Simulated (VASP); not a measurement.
Here is a VASP 6.6.1 calculation.

Contents of POSCAR:

```
C
1.0
    0.0000000000      2.0926875483      3.4586900833
    1.2081900843      0.0000000000      3.4586900833
    1.2081900843      2.0926875483      0.0000000000
C
2
Direct
    0.1666700000      0.8333300000      0.1666700000
    0.8333300000      0.1666700000      0.8333300000
```

File INCAR.step1:

```
PREC = Accurate
ENCUT = 520
ISMEAR = 0
SIGMA = 0.05
LREAL = F
LASPH = T
NELM = 100
NBANDS = 11
GGA = PE
ALGO = Normal
EDIFF = 1E-4
LWAVE = T
LCHARG = F
```

File INCAR.step2:

```
PREC = Accurate
ENCUT = 520
EDIFF = 1E-6
ISMEAR = 0
SIGMA = 0.05
LREAL = F
LASPH = T
NELM = 100
ALGO = Normal
ISIF = 2
LWAVE = F
LCHARG = T
METAGGA = R2SCAN
LMIXTAU = T
LELF = T
LVHAR = T
NBANDS = 11
ISTART = 1
```

File KPOINTS:

```
regular mesh
0
Gamma
  14 14 14
```

Potentials or basis: VASP PAW PBE potentials, release 64 (C).

Launch:

```sh
$ cat potpaw_PBE.64/C/POTCAR > POTCAR
$ cp INCAR.step1 INCAR
$ mpirun -np 1 vasp_std > vasp.out
$ cp INCAR.step2 INCAR
$ mpirun -np 1 vasp_std > vasp.out
```

Predict the largest force.

0.020 eV/Å.

What does it give for the band gap on the k mesh?

0.59 eV, indirect (least direct gap 0.70 eV).

What does it give for the pressure?

15.3 GPa.

Forces in eV/Å, atoms in the order of the input:
```
C    0.000  0.020  0.000
C    0.000 -0.020  0.000
```

Caveat: the PAW data sets were made with another functional, which shifts forces and pressure a little. A k mesh can miss the band edges.
